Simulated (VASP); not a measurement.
Ag:

```
Ag
1.0
     2.88620    0.00000    0.00000
    -1.44310    2.49952    0.00000
     0.00000    0.00000   10.00000
Ag
4
Direct
  0.33333 0.66667 0.25000
  0.66667 0.33333 0.75000
  0.00000 0.00000 0.00000
  0.00000 0.00000 0.50000
```

This isn't the form of Ag at room conditions, which is fcc.

| Item | Value |
| --- | --- |
| Program | VASP 6.6.1 |
| Task | relaxation of cell and atoms |
| Functional | LDA |
| Potentials or basis | VASP PAW LDA potentials, release 64 (Ag) |
| Cutoff | 600 eV |
| k mesh | 13 × 13 × 3 |
| Occupations | fermi-dirac, width 0.1 eV |
| Spin | no spin polarisation |

At the start: pressure -11.3 GPa; volume 18.04 Å³/atom.

Question: How do energy, volume and symmetry change on relaxing?

Answer: Over 8 steps the energy falls by 88.1 meV/atom and the volume is 16.03 Å³/atom (-11.1 %); space group P6_3/mmc (No. 194, to 0.1 Å) before and after.

Step by step:
```
step  energy change (eV)  largest force (eV/Å)  pressure (GPa)  volume (Å³)
   1              0.0000                0.0000          -11.29        72.14
   2             -0.1721                0.0000           12.51        59.66
   3             -0.3277                0.0000            0.19        64.19
   4             -0.3277                0.0000            0.55        64.04
   5             -0.3498                0.0000            0.57        63.88
   6             -0.3516                0.0000            0.67        63.82
   7             -0.3516                0.0000           -0.68        64.43
   8             -0.3523                0.0000           -0.01        64.13
```

Final structure:
```xyz
4
Lattice="2.8177 0.0000 0.0000 -1.4088 2.4402 0.0000 0.0000 0.0000 9.3267" Properties=species:S:1:pos:R:3 pbc="T T T"
Ag    0.0000    1.6268    2.3317
Ag    1.4088    0.8134    6.9951
Ag    0.0000    0.0000    0.0000
Ag    0.0000    0.0000    4.6634
```
